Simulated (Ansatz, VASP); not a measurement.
# Two plane-wave programs on Te2Mo

INCAR

```
SYSTEM = Te2Mo
PREC     = Accurate       ! precision mode
ENCUT    = 520            ! plane-wave cutoff, eV
EDIFF    = 1E-6           ! SCF threshold, eV
ISMEAR   = 0              ! smearing method
SIGMA    = 0.1            ! smearing width, eV
LREAL    = .FALSE.        ! projectors in reciprocal space
LASPH    = .TRUE.         ! aspherical terms in the spheres
NELM     = 150            ! most SCF steps
ALGO     = Normal         ! electronic algorithm
ISIF     = 2              ! what is computed and relaxed
LWAVE    = .FALSE.        ! write WAVECAR
LCHARG   = .FALSE.        ! write CHGCAR
ISPIN    = 2              ! spin polarisation
MAGMOM   = 0 0 1          ! initial moments
LORBIT   = 11             ! projections on sites
LMAXMIX  = 4              ! l up to which the mixer works
GGA      = PE             ! functional
NBANDS   = 24             ! bands
```

The input KPOINTS:

```
Automatic mesh
0
G
  6 6 2
  0 0 0
```

Contents of POSCAR:

```
Te2Mo
1.0
    3.2967370698      0.0000000000      0.0000000000
    0.0000000000      3.2967370698      0.0000000000
    0.0000000000      0.0000000000      7.5449287294
Te Mo
2 1
Direct
    0.0000000000      0.0000000000      0.7218455696
    0.0000000000      0.0000000000      0.2781544304
    0.5000000000      0.5000000000      0.5000000000
```

Input for Ansatz:

```yaml
crystal:
  lattice:
    - [3.2967370698, 0.0, 0.0]
    - [0.0, 3.2967370698, 0.0]
    - [0.0, 0.0, 7.5449287294]
  atoms:
    - { symbol: Te, position: [0.0, 0.0, 0.7218455696] }
    - { symbol: Te, position: [0.0, 0.0, 0.2781544304] }
    - { symbol: Mo, position: [0.5, 0.5, 0.5], spin: 1.0 }
basis:
  ecutwfc: 420
kpoints:
  mp_grid: { grid: [6, 6, 2] }
hamiltonian:
  xc: pbe
scf:
  occupations: { method: gaussian, width: 0.1 }
  lower_state_search: "off"
output:
  forces: true
  stress: true
  eigenvalues: true
  populations: true
magnetization:
  spin_polarized: true
```

Alike in both runs: task single point; functional PBE; k mesh 6 × 6 × 2; occupations gaussian, width 0.1 eV; collinear spin.

|  | VASP | Ansatz |
| --- | --- | --- |
| version | VASP 6.6.1 | Ansatz 0.2.0 |
| potentials or method | VASP PAW PBE potentials, release 64 (Te, Mo_sv), cutoff 520 eV | scalar-relativistic, plane waves, PAW |
| valence electrons in the cell | 26 | 46 |

```csv
,VASP,Ansatz,Ansatz less VASP
gap on the k mesh at the Fermi level (eV),none,none,-
pressure (GPa),0.0,0.0,0.00
"traceless stress, the component that is largest in VASP (GPa)",-0.02,-0.06,-0.041
rms of the force components (eV/Å),0.008,0.003,-0.0050
net moment per atom (μB),0.00,0.00,0.000
```

Atom by atom the forces differ by 0.005 eV/Å (rms over components). A gap of «none» marks a metal or a gap that the smearing closes. VASP's potentials hold 26 valence electrons a cell and Ansatz's 46, so a difference there can come from the potentials and not from the codes. Ansatz's warnings: seeded moment not kept.

The k mesh is coarse, so the values compare programs but aren't converged. Neither program's run includes spin-orbit coupling.
